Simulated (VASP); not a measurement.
# Fe in VASP: a series of runs

The runs below take Fe through single point, with PBE, RPBE.

All numbers are computed with VASP 6.6.1; they aren't measurements. Logs are shortened: lines on timing, memory, paths and dates and some standing lists are left out, and cuts for length are marked.

**1. The cell of the first run**

Symmetry: Im-3m, No. 229, cubic system. The conventional cell has a = 2.863 Å, b = 2.863 Å, c = 2.863 Å, α = 90.00°, β = 90.00°, γ = 90.00°. Within 3.3 Å of Fe (site symmetry m-3m) lie 14 Fe at 2.48 to 2.86 Å.

**2. Single point, PBE, collinear spin, ferromagnetic start**

INCAR reads:

```
SYSTEM = Fe
PREC     = Accurate       ! precision mode
ENCUT    = 520            ! plane-wave cutoff, eV
EDIFF    = 1E-6           ! SCF threshold, eV
ISMEAR   = 0              ! smearing method
SIGMA    = 0.1            ! smearing width, eV
LREAL    = .FALSE.        ! projectors in reciprocal space
LASPH    = .TRUE.         ! aspherical terms in the spheres
NELM     = 150            ! most SCF steps
ALGO     = Fast           ! electronic algorithm
ISIF     = 2              ! what is computed and relaxed
LWAVE    = .FALSE.        ! write WAVECAR
LCHARG   = .FALSE.        ! write CHGCAR
ISPIN    = 2              ! spin polarisation
MAGMOM   = 4              ! initial moments
LORBIT   = 11             ! projections on sites
LMAXMIX  = 4              ! l up to which the mixer works
GGA      = PE             ! functional
NBANDS   = 14             ! bands
```

KPOINTS reads:

```
Automatic mesh
0
G
  2 2 2
  0 0 0
```

POSCAR reads:

```
Fe
1.0
   -1.4315177495      1.4315177495      1.4315177495
    1.4315177495     -1.4315177495      1.4315177495
    1.4315177495      1.4315177495     -1.4315177495
Fe
1
Direct
    0.0000000000      0.0000000000      0.0000000000
```

Potentials or basis: VASP PAW PBE potentials, release 64 (Fe).

Launch:

```bash
$ cat potpaw_PBE.64/Fe/POTCAR > POTCAR
$ mpirun -np 1 vasp_std > vasp.out
```

OUTCAR:

```text
SYSTEM = Fe
   PREC = Accurate
   ENCUT = 520
   EDIFF = 1E-6
   ISMEAR = 0
   LREAL = .FALSE.
   LASPH = .TRUE.
   NELM = 150
   ISIF = 2
   ISPIN = 2
   LORBIT = 11
   GGA = PE

 ion  position               nearest neighbor table
   1  0.000  0.000  0.000-

  LATTYP: Found a body centered cubic cell.
 ALAT       =     2.8630354990

  Lattice vectors:

 A1 = (  -1.4315177495,   1.4315177495,   1.4315177495)
 A2 = (   1.4315177495,  -1.4315177495,   1.4315177495)
 A3 = (   1.4315177495,   1.4315177495,  -1.4315177495)

Analysis of symmetry for initial positions (statically):
=====================================================================
 Subroutine PRICEL returns:
 Original cell was already a primitive cell.

 Routine SETGRP: Setting up the symmetry group for a
 body centered cubic supercell.

 Subroutine GETGRP returns: Found 48 space group operations
 (whereof 48 operations were pure point group operations)
 out of a pool of 48 trial point group operations.

The static configuration has the point symmetry O_h .

Analysis of symmetry for dynamics (positions and initial velocities):
=====================================================================
 Subroutine PRICEL returns:
 Original cell was already a primitive cell.

 Routine SETGRP: Setting up the symmetry group for a
 body centered cubic supercell.

 Subroutine GETGRP returns: Found 48 space group operations
 (whereof 48 operations were pure point group operations)
 out of a pool of 48 trial point group operations.

The dynamic configuration has the point symmetry O_h .

Analysis of structural, dynamic, and magnetic symmetry:
=====================================================================
 Subroutine PRICEL returns:
 Original cell was already a primitive cell.

 Routine SETGRP: Setting up the symmetry group for a
 body centered cubic supercell.

 Subroutine GETGRP returns: Found 48 space group operations
 (whereof 48 operations were pure point group operations)
 out of a pool of 48 trial point group operations.

The overall configuration has the point symmetry O_h .

 Subroutine INISYM returns: Found 48 space group operations
 (whereof 48 operations are pure point group operations),
 and found     1 'primitive' translations

----------------------------------------------------------------------------------------

                                     Primitive cell

  volume of cell :      11.7341

  direct lattice vectors                    reciprocal lattice vectors
    -1.431517749  1.431517749  1.431517749     0.000000000  0.349279637  0.349279637
     1.431517749 -1.431517749  1.431517749     0.349279637  0.000000000  0.349279637
     1.431517749  1.431517749 -1.431517749     0.349279637  0.349279637  0.000000000

  length of vectors
     2.479461474  2.479461474  2.479461474     0.493956000  0.493956000  0.493956000

  position of ions in fractional coordinates (direct lattice)
     0.000000000  0.000000000  0.000000000

  ion indices of the primitive-cell ions
   primitive index   ion index
                 1           1

----------------------------------------------------------------------------------------

 KPOINTS: Automatic mesh

Automatic generation of k-mesh.
 Grid dimensions read from file:
 generate k-points for:    2    2    2

 Generating k-lattice:

  Cartesian coordinates                     Fractional coordinates (reciprocal lattice)
     0.000000000  0.174639819  0.174639819     0.500000000  0.000000000  0.000000000
     0.174639819  0.000000000  0.174639819     0.000000000  0.500000000  0.000000000
     0.174639819  0.174639819  0.000000000     0.000000000  0.000000000  0.500000000

  Length of vectors
     0.246978000  0.246978000  0.246978000

  Shift w.r.t. Gamma in fractional coordinates (k-lattice)
     0.000000000  0.000000000  0.000000000

 Subroutine IBZKPT returns following result:
 ===========================================

 Found      3 irreducible k-points:

 Following reciprocal coordinates:
            Coordinates               Weight
  0.000000  0.000000  0.000000      1.000000
  0.500000  0.000000  0.000000      6.000000
  0.500000  0.500000  0.500000      1.000000
   k-points           NKPTS =      3   k-points in BZ     NKDIM =      3   number of bands    NBANDS=     14
   number of dos      NEDOS =    301   number of ions     NIONS =      1
   total plane-waves  NPLWV =   5832
   dimension x,y,z NGX =    18 NGY =   18 NGZ =   18
   dimension x,y,z NGXF=    36 NGYF=   36 NGZF=   36
   ions per type =               1
   NGX,Y,Z   is equivalent  to a cutoff of  12.07, 12.07, 12.07 a.u.
   NGXF,Y,Z  is equivalent  to a cutoff of  24.14, 24.14, 24.14 a.u.
 SYSTEM =  Fe
   PREC   = accura    normal or accurate (medium, high low for compatibility)
   ISTART =      0    job   : 0-new  1-cont  2-samecut
   ICHARG =      2    charge: 1-file 2-atom 10-const
   ISPIN  =      2    spin polarized calculation?
   LNONCOLLINEAR =      F non collinear calculations
   LSORBIT =      F    spin-orbit coupling
   LASPH  =      T    aspherical Exc in radial PAW
   ENCUT  =  520.0 eV  38.22 Ry    6.18 a.u.   4.61  4.61  4.61*2*pi/ulx,y,z
   NELM   =    150;   NELMIN=  2; NELMDL= -5     # of ELM steps
   EDIFF  = 0.1E-05   stopping-criterion for ELM
   LREAL  =      F    real-space projection
   EDIFFG = 0.1E-04   stopping-criterion for IOM
   NSW    =      0    number of steps for IOM
   IBRION =     -1    ionic relax: 0-MD 1-quasi-New 2-CG
   NFREE  =      0    steps in history (QN), initial steepest desc. (CG)
   ISIF   =      2    stress and relaxation
   ISYM   =      2    0-nonsym 1-usesym 2-fastsym
   POTIM  = 0.5000    time-step for ionic-motion
   TEBEG  =    0.0;   TEEND  =   0.0 temperature during run
   PSTRESS=    0.0 pullay stress
   NELECT =       8.0000    total number of electrons
   NUPDOWN=      -1.0000    fix difference up-down
   EMIN   =  10.00;   EMAX   =-10.00  energy-range for DOS
   EFERMI =   0.00;   METHOD = LEGACY
   ISMEAR =     0;   SIGMA  =   0.10  broadening in eV -4-tet -1-fermi 0-gaus
   EFERMI_NEDOS =   21; number of points for ismear=-14 and -15
   IALGO  =     68    algorithm
   IMIX   =      4    mixing-type and parameters
     AMIX     =   0.40;   BMIX     =  1.00
     AMIX_MAG =   1.60;   BMIX_MAG =  1.00
  volume/ion in A,a.u.               =      11.73        79.19
  Fermi-wavevector in a.u.,A,eV,Ry     =   1.440859  2.722828 28.246703  2.076074
  Thomas-Fermi vector in A             =   2.559556
   LORBIT       =     11    0 simple, 1 ext, 2 COOP (PROOUT), +10 PAW based schemes
   GGA     = PE    functional components
   LHFCALC =     F    Hartree Fock is set to
   AEXX    =    0.0000 exact exchange contribution
   IVDW    =     0    specifies the selected vdW correction
   LEPSILON=     F    determine dielectric tensor
   LRPA    =     F    only Hartree local field effects (RPA)
 spin polarized calculation
 RMM-DIIS sequential band-by-band and
 Gauss-broadening in eV      SIGMA  =   0.10
  energy-cutoff  :      520.00
  volume of cell :       11.73
 maximum number of plane-waves:       321
   NGX =  9   NGY =  9   NGZ =  9

 number of electron       7.9999999 magnetization       3.4999025

 Free energy of the ion-electron system (eV)
  ---------------------------------------------------
  ext. energy  EPLUGINS =         0.00000000
  ---------------------------------------------------
  free energy    TOTEN  =        -6.94550916 eV

  energy without entropy =       -6.93225550  energy(sigma->0) =       -6.93888233

 E-fermi :   6.1808     XC(G=0): -12.7934

 val. band max:        6.1123437522   @ k =   0.5000   0.0000   0.0000
 cond. band min:       7.1285579457   @ k =   0.5000   0.0000   0.0000
 fundamental gap:      1.0162141936
 Fermi energy:         6.1807562568

 spin component 1

 k-point     1 :       0.0000    0.0000    0.0000
  band No.  band energies     occupation
      1      -3.4421      1.00000
      2       3.4475      1.00000
      3       3.4475      1.00000
      4       3.4475      1.00000
      5       4.5301      1.00000
      6       4.5301      1.00000
      7      29.2883      0.00000
      8      29.2883      0.00000
      9      29.2883      0.00000
     10      34.1503      0.00000
     11      34.1503      0.00000
     12      36.9096      0.00000
     13      36.9159      0.00000
     14      37.0650      0.00000

 k-point     2 :       0.5000    0.0000    0.0000
  band No.  band energies     occupation
      1       0.5522      1.00000
      2       2.3327      1.00000
      3       4.6395      1.00000
      4       4.7403      1.00000
      5       5.2810      1.00000
      6       6.1123      0.83335
      7      12.3793      0.00000
      8      22.7069      0.00000
      9      24.8503      0.00000
     10      27.9970      0.00000
     11      31.5788      0.00000
     12      38.7196      0.00000
     13      42.8708      0.00000
     14      44.2468      0.00000

 k-point     3 :       0.5000    0.5000    0.5000
  band No.  band energies     occupation
      1       0.6594      1.00000
      2       0.6594      1.00000
      3       5.8427      1.00000
      4       5.8427      1.00000
      5       5.8427      1.00000
      6      14.6682      0.00000
      7      14.6682      0.00000
      8      14.6682      0.00000
      9      20.2379      0.00000
     10      20.2379      0.00000
     11      25.1730      0.00000
     12      43.9886      0.00000
     13      51.2557      0.00000
     14      51.2557      0.00000
 Fermi energy:         6.1807562568

 spin component 2

 k-point     1 :       0.0000    0.0000    0.0000
  band No.  band energies     occupation
      1      -1.6666      1.00000
      2       5.9005      0.99996
      3       5.9010      0.99996
      4       5.9011      0.99996
      5       8.1057      0.00000
      6       8.1065      0.00000
      7      30.9928      0.00000
      8      30.9928      0.00000
      9      30.9928      0.00000
     10      36.6524      0.00000
     11      36.6524      0.00000
     12      39.2348      0.00000
     13      39.2435      0.00000
     14      39.2444      0.00000

 k-point     2 :       0.5000    0.0000    0.0000
  band No.  band energies     occupation
      1       2.8573      1.00000
      2       4.6768      1.00000
      3       7.1286      0.00000
      4       7.8916      0.00000
      5       8.3229      0.00000
      6       8.8464      0.00000
      7      14.7951      0.00000
      8      24.8038      0.00000
      9      26.3650      0.00000
     10      29.9962      0.00000
     11      33.7859      0.00000
     12      40.3657      0.00000
     13      44.8230      0.00000
     14      46.2789      0.00000

 k-point     3 :       0.5000    0.5000    0.5000
  band No.  band energies     occupation
      1       3.6358      1.00000
      2       3.6365      1.00000
      3       8.5525      0.00000
      4       8.5530      0.00000
      5       8.5531      0.00000
      6      16.2110      0.00000
      7      16.2110      0.00000
      8      16.2110      0.00000
      9      23.1021      0.00000
     10      23.1022      0.00000
     11      27.4389      0.00000
     12      44.9118      0.00000
     13      53.7893      0.00000
     14      53.7897      0.00000

------------------------ aborting loop because EDIFF is reached ----------------------------------------

  FORCE on cell =-STRESS in cart. coord.  units (eV):
  Direction    XX          YY          ZZ          XY          YZ          ZX
  --------------------------------------------------------------------------------------
  -------------------------------------------------------------------------------------
  Total        1.4939045      1.4939045      1.4939045      0.0000000      0.0000000      0.0000000
  in kB      203.9779480    203.9779480    203.9779480      0.0000000      0.0000000      0.0000000
  external PRESSURE =     203.9779480 kB  Pullay stress =       0.0000000 kB

 VOLUME and BASIS-vectors are now :
 -----------------------------------------------------------------------------
  energy-cutoff  :      520.00
  volume of cell :       11.73
      direct lattice vectors                 reciprocal lattice vectors
    -1.431517749  1.431517749  1.431517749     0.000000000  0.349279637  0.349279637
     1.431517749 -1.431517749  1.431517749     0.349279637  0.000000000  0.349279637
     1.431517749  1.431517749 -1.431517749     0.349279637  0.349279637  0.000000000

 POSITION                                       TOTAL-FORCE (eV/Angst)
 -----------------------------------------------------------------------------------
      0.00000      0.00000      0.00000        -0.000000      0.000000     -0.000000
 -----------------------------------------------------------------------------------
    total drift:                                0.000000      0.000000      0.000000

  FREE ENERGIE OF THE ION-ELECTRON SYSTEM (eV)
  ---------------------------------------------------
  free  energy   TOTEN  =        -6.9455091637 eV

  energy  without entropy=       -6.9322555001  energy(sigma->0) =       -6.93888233

 total charge

# of ion       s       p       d       tot
------------------------------------------
    1        0.427   0.503   6.332   7.262

 magnetization (x)

# of ion       s       p       d       tot
------------------------------------------
    1       -0.012   0.503   2.714   3.205
```

Wall time 9.5 s (1 thread of Intel Xeon 8259CL, shared host); peak memory 0.12 GiB.

Results:

| Item | Value |
| --- | --- |
| Free energy | -6.9455 eV |
| Pressure | 20.4 GPa |
| Net moment | 3.50 μB per cell |
| Site moments | Fe +3.21 μB |
| Valence electrons inside the program's atomic spheres | Fe 7.26 |

Levels at points of the mesh, in eV from the Fermi level:
Spin up:
| k point | band 4 | band 5 | band 6 | band 7 | band 8 | band 9 |
| --- | --- | --- | --- | --- | --- | --- |
| (0.00, 0.00, 0.00) | -2.73 | -1.65 | -1.65 | 23.11 | 23.11 | 23.11 |
| (0.50, 0.00, 0.00) | -1.44 | -0.90 | -0.07 | 6.20 | 16.53 | 18.67 |
| (0.50, 0.50, 0.50) | -0.34 | -0.34 | 8.49 | 8.49 | 8.49 | 14.06 |
Spin down:
```csv
k point,band 1,band 2,band 3,band 4,band 5
"(0.00, 0.00, 0.00)",-7.85,-0.28,-0.28,-0.28,1.92
"(0.50, 0.00, 0.00)",-3.32,-1.50,0.95,1.71,2.14
"(0.50, 0.50, 0.50)",-2.54,-2.54,2.37,2.37,2.37
```

Caveat: the k points lie up to 1.55 Å⁻¹ apart.

**3. Single point, PBE, collinear spin, ferromagnetic start**

This run uses another cell than the first one, of 10.24 Å³/atom, 0.873 times its volume.

INCAR reads:

```
PREC = Accurate
ENCUT = 520
EDIFF = 1E-6
ISMEAR = 0
SIGMA = 0.1
LREAL = F
LASPH = T
NELM = 150
ALGO = Fast
ISIF = 2
LWAVE = F
LCHARG = T
ISPIN = 2
MAGMOM = 4
LORBIT = 11
LMAXMIX = 4
GGA = PE
LELF = T
LVHAR = T
NBANDS = 14
```

KPOINTS reads:

```
regular mesh
0
Gamma
  4 4 4
```

POSCAR reads:

```
Fe
1.0
   -1.3681534770      1.3681534770      1.3681534770
    1.3681534770     -1.3681534770      1.3681534770
    1.3681534770      1.3681534770     -1.3681534770
Fe
1
Direct
    0.0000000000      0.0000000000      0.0000000000
```

Potentials or basis: VASP PAW PBE potentials, release 64 (Fe).

Launch:

```bash
$ cat potpaw_PBE.64/Fe/POTCAR > POTCAR
$ mpirun -np 1 vasp_std > vasp.out
```

It took 9.4 s on 1 thread of Intel Xeon 8259CL, shared host; peak memory 0.12 GiB.

The run converged. Its results:

```yaml
Free_energy: -8.1930 eV
Pressure: 18.8 GPa
Net_moment: 1.82 μB per cell
Site_moments: Fe +1.79 μB
Valence_electrons_inside_the_program's_atomic_spheres: Fe 7.51
```

Levels at points of the mesh, in eV from the Fermi level:
Spin up:
```
           k point  band 3  band 4  band 5  band 6  band 7  band 8
(0.00, 0.00, 0.00)   -2.71   -2.71   -1.36   -1.36   25.53   25.53
(0.50, 0.00, 0.00)   -1.24   -1.11    0.03    0.48    8.03   18.74
(0.50, 0.50, 0.50)    0.16    0.16    0.16   10.27   10.27   10.27
```
Spin down:
```
           k point  band 1  band 2  band 3  band 4  band 5  band 6  band 7
(0.00, 0.00, 0.00)   -9.27   -1.29   -1.29   -1.29    1.12    1.12   25.45
(0.50, 0.00, 0.00)   -4.77   -2.74    0.25    0.95    1.42    2.14    9.19
(0.50, 0.50, 0.50)   -4.20   -4.20    1.79    1.79    1.79   10.56   10.56
```

Caveat: the k points lie up to 0.81 Å⁻¹ apart.

**4. Single point, PBE, collinear spin, ferromagnetic start**

INCAR reads:

```
  PREC = Accurate
  ENCUT = 520
  EDIFF = 1E-7
  ISMEAR = -1
  SIGMA = 0.08617333262145177
  LREAL = False
  LASPH = True
  NELM = 150
  ALGO = Fast
  ISIF = 2
  LWAVE = False
  LCHARG = False
  ISPIN = 2
  MAGMOM = 4
  LORBIT = 11
  LMAXMIX = 4
  GGA = PE
  NBANDS = 14
```

KPOINTS reads:

```
Automatic mesh
0
Gamma
  4 4 4
```

POSCAR reads:

```
Fe
1.0
   -1.4315177495      1.4315177495      1.4315177495
    1.4315177495     -1.4315177495      1.4315177495
    1.4315177495      1.4315177495     -1.4315177495
Fe
1
Direct
    0.0000000000      0.0000000000      0.0000000000
```

Launch:

```bash
$ cat potpaw_PBE.64/Fe/POTCAR > POTCAR
$ mpirun -np 1 vasp_std > vasp.out
```

It took 10 s on 1 thread of Intel Xeon 8259CL, shared host; peak memory 0.12 GiB.

Results (log left out):

```yaml
Free_energy: -8.2356 eV
Pressure: -10.1 GPa
Band_gap_on_the_k_mesh: zero (filled and empty bands overlap)
Net_moment: 2.00 μB per cell
Site_moments: Fe +1.99 μB
Valence_electrons_inside_the_program's_atomic_spheres: Fe 7.22
```

Levels at points of the mesh, in eV from the Fermi level:
Spin up:
```
           k point  band 1  band 2  band 3  band 4  band 5  band 6  band 7  band 8  band 9  band 10
(0.00, 0.00, 0.00)   -8.57   -2.32   -2.32   -2.32   -1.28   -1.28   24.34   24.34   24.34    29.22
(0.50, 0.00, 0.00)   -4.96   -3.37   -1.17   -1.10    0.20    0.28    6.87   17.73   19.43    22.75
(0.50, 0.50, 0.50)   -4.90   -4.90    0.02    0.02    0.02    9.40    9.40    9.40   15.02    15.02
```
Spin down:
| k point | band 1 | band 2 | band 3 | band 4 | band 5 | band 6 | band 7 | band 8 |
| --- | --- | --- | --- | --- | --- | --- | --- | --- |
| (0.00, 0.00, 0.00) | -8.39 | -0.72 | -0.72 | -0.72 | 1.40 | 1.40 | 24.14 | 24.14 |
| (0.50, 0.00, 0.00) | -3.80 | -1.94 | 0.32 | 1.21 | 1.64 | 2.13 | 8.08 | 17.85 |
| (0.50, 0.50, 0.50) | -3.10 | -3.10 | 1.84 | 1.84 | 1.84 | 9.65 | 9.65 | 9.65 |

Caveat: the k points lie up to 0.78 Å⁻¹ apart.

(Part 1 of 2 ends here.)
